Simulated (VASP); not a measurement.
**MgCd3Te4: single point with PBE**

The system is MgCd3Te4.

```
CELL_PARAMETERS angstrom
-3.29532 3.29532 6.59047
3.29532 -3.29532 6.59047
3.29532 3.29532 -6.59047
ATOMIC_POSITIONS crystal
Mg 0.00000 0.00000 0.00000
Cd 0.75000 0.25000 0.50000
Cd 0.50000 0.50000 0.00000
Cd 0.25000 0.75000 0.50000
Te 0.87660 0.37064 0.00000
Te 0.62936 0.62936 0.50596
Te 0.37064 0.87660 0.00000
Te 0.12340 0.12340 0.49404
```

```yaml
Program: VASP 6.6.1
Task: single point
Functional: PBE
Potentials_or_basis: VASP PAW PBE potentials, release 64 (Mg, Cd, Te)
Cutoff: 520 eV
k_mesh: 6 × 6 × 6
Occupations: gaussian, width 0.02 eV
Spin: no spin polarisation
Dipole_correction: no
Further_INCAR_settings: ALGO = Normal; EDIFF = 1e-06; NBANDS = 41
```

| Property | Result |
| --- | --- |
| Pressure | 0.1 GPa |
| Largest force | 0.018 eV/Å |
| Band gap on the k mesh | 1.01 eV, direct |

Forces in eV/Å, atoms in the order of the input:
```
Mg   0.000  0.000  0.000
Cd   0.000  0.000  0.000
Cd   0.000  0.000  0.000
Cd   0.000  0.000  0.000
Te  -0.010  0.010 -0.011
Te   0.010  0.010  0.011
Te   0.010 -0.010 -0.011
Te  -0.010 -0.010  0.011
```

Levels at points of the mesh, in eV from the valence-band top:
```
           k point  band 29  band 30  band 31  band 32  band 33  band 34
(0.00, 0.00, 0.00)    -0.01     0.00     0.00     1.01     2.78     2.80
(0.50, 0.00, 0.00)    -1.18    -0.72    -0.58     3.10     3.16     3.67
(0.50, 0.50, 0.00)    -0.62    -0.54    -0.51     1.88     2.19     3.19
(0.50, 0.50, 0.50)    -0.96    -0.80    -0.80     2.58     2.69     2.79
```

Wall time 8.6 min on 1 thread of Intel(R) Xeon(R) Platinum 8259CL CPU @ 2.50GHz (Skylake/Cascade Lake), with other jobs on the host, peak memory 0.68 GiB.

Caveat: spin-orbit coupling is left out, which moves the levels of the heavy elements. PBE gaps usually lie below the measured ones, often by a third to a half.
